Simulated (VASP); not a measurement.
Here is a VASP 6.6.1 calculation.

The input INCAR:

```
SYSTEM = AlBBr
ALGO = Normal
EDIFF = 1E-7
ENCUT = 520
GGA = PE
ISIF = 2
ISMEAR = -1
LASPH = .TRUE.
LCHARG = .FALSE.
LREAL = .FALSE.
LWAVE = .FALSE.
NBANDS = 22
NELM = 100
PREC = Accurate
SIGMA = 0.1
```

Contents of KPOINTS:

```
k-points
0
G
  5 5 3
  0 0 0
```

Contents of POSCAR:

```
AlBBr
1.0
    3.7111400000      0.0000000000      0.0000000000
    0.0000000000      3.7008890000      0.0000000000
    0.0000000000      0.0000000000      7.8631070000
Al B Br
2 2 2
Direct
    0.0000000000      0.5000000000      0.0700000000
    0.5000000000      0.0000000000      0.9300000000
    0.0000000000      0.0000000000      0.9400000000
    0.5000000000      0.5000000000      0.0600000000
    0.0000000000      0.0000000000      0.3000000000
    0.5000000000      0.5000000000      0.7000000000
```

Potentials or basis: VASP PAW PBE potentials, release 64 (Al, B, Br).

Command:

```sh
$ cat potpaw_PBE.64/Al/POTCAR potpaw_PBE.64/B/POTCAR potpaw_PBE.64/Br/POTCAR > POTCAR
$ mpirun -np 1 vasp_std > vasp.out
```

Problem. Predict the largest force.

Solution. 1.520 eV/Å.

Problem. Estimate the band gap on the k mesh.

Solution. Zero (band 13 reaches 4.20 eV, above the bottom of band 14 at 3.30 eV).

Problem. What does it give for the pressure?

Solution. 23.8 GPa.

Stress tensor (GPa, compression positive):
```
48.36  0.00  0.00
 0.00 16.83  0.00
 0.00  0.00  6.30
```

Caveat: this functional lacks dispersion, which binds the layers, so the pressure and a relaxed spacing across them are unreliable; forces of over 1 eV/Å act on the atoms, so gaps and moduli don't describe the material at rest.
